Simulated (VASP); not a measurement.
BaTiO3, 5 atoms in the cell. It takes space group Pm-3m (No. 221, cubic). The conventional cell has a = 4.019 Å, b = 4.019 Å, c = 4.019 Å, α = 90.00°, β = 90.00°, γ = 90.00°. Within 3.7 Å of Ba (site symmetry m-3m) lie 12 O at 2.84 Å and 8 Ti at 3.48 Å. Within 2.7 Å of O (site symmetry 4/mmm) lie 2 Ti at 2.01 Å. Ti (site symmetry m-3m) has 6 O at 2.01 Å within 2.7 Å. 

- Program: VASP 6.6.1
- Task: single point
- Functional: r2SCAN
- Potentials or basis: VASP PAW PBE potentials, release 64 (Ba_sv, O, Ti_sv)
- Cutoff: 660 eV
- k mesh: 8 × 8 × 8
- Occupations: gaussian, width 0.02 eV
- Spin: no spin polarisation
- Dipole correction: no
- Further INCAR settings: ALGO = Normal; EDIFF = 1e-06; NBANDS = 28

Potentials or basis: VASP PAW PBE potentials, release 64 (Ba_sv, O, Ti_sv).

The run is started by

```sh
$ cat potpaw_PBE.64/Ba_sv/POTCAR potpaw_PBE.64/O/POTCAR potpaw_PBE.64/Ti_sv/POTCAR > POTCAR
$ cp INCAR.step1 INCAR
$ mpirun -np 1 vasp_std > vasp.out
$ cp INCAR.step2 INCAR
$ mpirun -np 1 vasp_std > vasp.out
```

Hardware: 1 thread of Intel(R) Xeon(R) Platinum 8259CL CPU @ 2.50GHz (Skylake/Cascade Lake), on a shared host.

Problem. How long does it take, and how much memory?

Solution. Run time: 4.5 min on 1 thread of Intel(R) Xeon(R) Platinum 8259CL CPU @ 2.50GHz (Skylake/Cascade Lake), on a shared host, peak memory 0.27 GiB. Counts: k points 35.
